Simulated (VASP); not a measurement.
Set up this calculation in VASP 6.6.1, as the native input.

```
Task                               : single point
Functional                         : HSE06
Potentials or basis                : VASP PAW PBE potentials, release 64 (B, N)
Cutoff                             : 520 eV
k mesh                             : 8 × 8 × 8
Occupations                        : gaussian, width 0.01 eV
Spin                               : no spin polarisation
Dipole correction                  : no
Grid for exact exchange (PRECFOCK) : Normal
Further INCAR settings             : ALGO = Normal; EDIFF = 1e-06; NBANDS = 11
Share of exact exchange            : 0.25
Screening parameter                : 0.2079 1/Å
```

BN:

```xyz
2
Lattice="0.0000 3.2929 2.1633 1.1855 0.0000 2.1633 1.1855 3.2929 0.0000" Properties=species:S:1:pos:R:3 pbc="T T T"
B     1.1855    3.2929   -0.0089
N     1.1855    3.2929    2.8934
```

This cell differs from its parent crystal: uniaxial x strain -5.2%.

The input as run:

POSCAR

```
BN
1.0
    0.0000000000      3.2928569245      2.1632761898
    1.1855332660      0.0000000000      2.1632761898
    1.1855332660      3.2928569245      0.0000000000
B N
1 1
Direct
   -0.0020474341     -0.0020474341      1.0020474341
    0.6687474241      0.6687474241      0.3312525759
```

INCAR.step1

```
PREC = Accurate
ENCUT = 520
EDIFF = 1E-5
ISMEAR = 0
SIGMA = 0.01
LREAL = False
LASPH = True
NELM = 120
ALGO = Normal
ISIF = 2
LWAVE = True
GGA = PE
NBANDS = 11
GGA_COMPAT = False
```

INCAR.step2

```
PREC = Accurate
ENCUT = 520
EDIFF = 1E-6
ISMEAR = 0
SIGMA = 0.01
LREAL = False
LASPH = True
NELM = 120
ALGO = Normal
ISIF = 2
LWAVE = False
LCHARG = True
GGA = PE
LHFCALC = True
HFSCREEN = 0.2079
PRECFOCK = Normal
LELF = True
LVHAR = True
ISTART = 1
NBANDS = 11
GGA_COMPAT = False
```

KPOINTS

```
regular mesh
0
Gamma
  8 8 8
```

Potentials or basis: VASP PAW PBE potentials, release 64 (B, N).

Run with:

```bash
$ cat potpaw_PBE.64/B/POTCAR potpaw_PBE.64/N/POTCAR > POTCAR
$ cp INCAR.step1 INCAR
$ mpirun -np 1 vasp_std > vasp.out
$ cp INCAR.step2 INCAR
$ mpirun -np 1 vasp_std > vasp.out
```

It gave:

- Pressure: 22.5 GPa
- Band gap on the k mesh: 4.58 eV (least direct gap 6.38 eV)

Caveat: the cell differs from its parent crystal (uniaxial x strain -5.2%); the stress differs along the axes, from 3 to 53 GPa; the PAW data sets were made with another functional, which shifts forces and pressure a little.

It took 47 min on 1 thread of Intel Xeon 8259CL, on a shared host, peak memory 0.26 GiB.
